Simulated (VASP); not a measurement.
Set up this calculation in VASP 6.6.1, as the native input.

```yaml
Task: single point
Functional: PBE
Potentials_or_basis: VASP PAW PBE potentials, release 64 (Ta_pv)
Cutoff: 520 eV
k_mesh: 2 × 2 × 2, shifted
Occupations: gaussian, width 0.1 eV
Spin: no spin polarisation
Dipole_correction: no
Further_INCAR_settings: ALGO = Normal; EDIFF = 1e-06; NBANDS = 78; ISYM = 0
```

The structure of Ta lies in POSCAR:

```
Ta
1.0
    5.4806427104      0.5808465086     -0.0037996653
    0.5549627534      7.3819908036      0.5558972077
    0.0134147528      0.6401047302      5.6292663016
Ta
12
Direct
    0.9527620980      0.5690088911      0.6530037344
    0.2399444868      0.9009108361      0.3050152714
    0.0716220922      0.5679407501      0.1545484791
    0.4528489506      0.5685680980      0.6532591869
    0.7844368764      0.2360367930      0.5025371838
    0.2844843719      0.2358274420      0.5030037210
    0.4009024561      0.2332376264      1.0003398537
    0.7398981506      0.9011198311      0.3045475558
    0.1234245238      0.9035526205      0.8077055196
    0.6234851796      0.9037092446      0.8072100501
    0.9009618015      0.2333954274      0.9998485881
    0.5715341838      0.5683844219      0.1542936131
```

The input as run:

INCAR

```
SYSTEM = Ta
PREC = Accurate
ENCUT = 520
EDIFF = 1E-6
ISMEAR = 0
SIGMA = 0.1
LREAL = .FALSE.
LASPH = .TRUE.
NELM = 80
ALGO = Normal
ISIF = 2
LWAVE = .FALSE.
LCHARG = .FALSE.
GGA = PE
NBANDS = 78
ISYM = 0
```

KPOINTS

```
Automatic mesh
0
Gamma
  2 2 2
  0.5 0.5 0.5
```

Potentials or basis: VASP PAW PBE potentials, release 64 (Ta_pv).

Command:

```sh
$ cat potpaw_PBE.64/Ta_pv/POTCAR > POTCAR
$ mpirun -np 1 vasp_std > vasp.out
```

It gave:

The pressure is 0.0 GPa and the largest force is 0.024 eV/Å. The band gap on the k mesh is zero (bands 66 and 67 overlap by 0.03 eV).

Caveat: the k points lie up to 0.58 Å⁻¹ apart; spin-orbit coupling is left out, which moves the levels of the heavy elements.

Run time: 3.6 min on 1 thread of Intel Xeon 8259CL, on a shared host, peak memory 0.3 GiB.
